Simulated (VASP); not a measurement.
A run of VASP 6.6.1 is set up as follows.

File INCAR:

```
SYSTEM = AlBSb3P2
PREC = Accurate
ENCUT = 520
EDIFF = 1E-6
ISMEAR = 0
SIGMA = 0.1
LREAL = .FALSE.
LASPH = .TRUE.
NELM = 60
ALGO = Fast
ISIF = 2
LWAVE = .FALSE.
LCHARG = .FALSE.
GGA = PE
NBANDS = 24
```

The input KPOINTS:

```
Automatic mesh
0
G
  10 10 4
  0 0 0
```

POSCAR

```
AlBSb3P2
1.0
    3.3952213472      0.0000000000      0.0000000000
    0.0000000000      3.4401843107      0.0000000000
    0.0000000000      0.0000000000     13.5280947305
Al B Sb P
1 1 3 2
Direct
    0.0000000000      0.0000000000      0.0152044454
    0.5000000000      0.5000000000      0.2128608445
    0.0000000000      0.0000000000      0.4362299011
    0.5000000000      0.5000000000      0.6131078521
    0.0000000000      0.5000000000      0.8587255070
    0.0000000000      0.5000000000      0.2937386553
    0.5000000000      0.0000000000      0.1321327946
```

Potentials or basis: VASP PAW PBE potentials, release 64 (Al, B, Sb, P).

Command:

```console
$ cat potpaw_PBE.64/Al/POTCAR potpaw_PBE.64/B/POTCAR potpaw_PBE.64/Sb/POTCAR potpaw_PBE.64/P/POTCAR > POTCAR
$ mpirun -np 1 vasp_std > vasp.out
```

(1) Estimate the band gap on the k mesh.

(2) What does it give for the pressure?

## Answers

(1) zero (an odd number of electrons rules out a gap without spin polarisation).

(2) 0.0 GPa.

Caveat: spin-orbit coupling is left out, which moves the levels of the heavy elements; this functional lacks dispersion, which binds layers or chains, so the pressure and a relaxed spacing across them are unreliable; an odd number of electrons without spin polarisation forces a metal; a magnetic or distorted state may lie lower.
